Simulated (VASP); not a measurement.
Input of a VASP 6.6.1 run:

INCAR

```
  PREC = Accurate
  ENCUT = 520
  EDIFF = 1E-8
  ISMEAR = -1
  SIGMA = 0.01
  LREAL = Auto
  LASPH = T
  NELM = 100
  ALGO = Normal
  ISIF = 2
  LWAVE = F
  LCHARG = F
  GGA = PE
  LEFG = T
  NBANDS = 166
```

File KPOINTS:

```
Automatic mesh
0
Gamma
  3 3 2
```

POSCAR

```
Zn16TeS15
1.0
    7.6454000000      0.0000000000      0.0000000000
   -3.8227000000      6.6211106220      0.0000000000
    0.0000000000      0.0000000000     12.5200000000
Zn S Te
16 15 1
Direct
    0.0000000000      0.0000000000      0.0000000000
    0.0000000000      0.5000000000      0.0000000000
    0.5000000000      0.0000000000      0.0000000000
    0.5000000000      0.5000000000      0.0000000000
    0.0000000000      0.0000000000      0.5000000000
    0.0000000000      0.5000000000      0.5000000000
    0.5000000000      0.0000000000      0.5000000000
    0.5000000000      0.5000000000      0.5000000000
    0.1666666666      0.3333333334      0.2500000000
    0.1666666666      0.8333333334      0.2500000000
    0.6666666666      0.3333333334      0.2500000000
    0.6666666666      0.8333333334      0.2500000000
    0.3333333334      0.1666666666      0.7500000000
    0.3333333334      0.6666666666      0.7500000000
    0.8333333334      0.1666666666      0.7500000000
    0.8333333334      0.6666666666      0.7500000000
    0.0000000000      0.0000000000      0.1875000000
    0.0000000000      0.5000000000      0.1875000000
    0.5000000000      0.0000000000      0.1875000000
    0.5000000000      0.5000000000      0.1875000000
    0.0000000000      0.0000000000      0.6875000000
    0.0000000000      0.5000000000      0.6875000000
    0.5000000000      0.0000000000      0.6875000000
    0.5000000000      0.5000000000      0.6875000000
    0.1666666666      0.8333333334      0.4375000000
    0.6666666666      0.3333333334      0.4375000000
    0.6666666666      0.8333333334      0.4375000000
    0.3333333334      0.1666666666      0.9375000000
    0.3333333334      0.6666666666      0.9375000000
    0.8333333334      0.1666666666      0.9375000000
    0.8333333334      0.6666666666      0.9375000000
    0.1666666666      0.3333333334      0.4375000000
```

Potentials or basis: VASP PAW PBE potentials, release 64 (Zn, S, Te).

The run is started by

```sh
$ cat potpaw_PBE.64/Zn/POTCAR potpaw_PBE.64/S/POTCAR potpaw_PBE.64/Te/POTCAR > POTCAR
$ mpirun -np 1 vasp_std > vasp.out
```

What does it give for the pressure?

4.0 GPa.

Estimate the largest force.

2.408 eV/Å.

Stress tensor (GPa, compression positive):
```
4.10 0.00 0.00
0.00 4.10 0.00
0.00 0.00 3.92
```

Caveat: without QUAD_EFG the Cq values of the log hold for a quadrupole moment of 1 mb, not for the nuclei.
